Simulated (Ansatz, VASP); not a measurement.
## PbS: VASP beside Ansatz

```
Pb S
1.0
     2.95500   -2.91470   -0.00020
     2.92600    2.88530   -0.02920
    -1.13860   -0.05315   11.71469
Pb S
2 2
Direct
  0.77560 0.77560 0.63638
  0.22440 0.22440 0.36362
  0.26840 0.26840 0.59860
  0.73160 0.73160 0.40140
```

Change from the starting cell: equal xy, yz and zx shear strains of -1 %.

Alike in both runs: task single point; functional PBEsol; k mesh 7 × 7 × 3; occupations fermi-dirac, width 0.01 eV; no spin polarisation.

```csv
,VASP,Ansatz
version,VASP 6.6.1,Ansatz 0.2.0
potentials or method,"VASP PAW PBE potentials, release 64 (Pb_d, S), cutoff 520 eV","all-electron LAPW, scalar-relativistic"
```

```csv
,VASP,Ansatz,Ansatz less VASP
gap on the k mesh at the Fermi level (eV),1.27,1.28,+0.003
rms of the force components (eV/Å),0.287,0.287,0.0000
```

VASP's potentials were made for PBE, not for PBEsol. Atom by atom the forces differ by 0.001 eV/Å (rms over components). Ansatz ran all-electron here, and VASP with PAW potentials.

Spin-orbit coupling is off throughout.
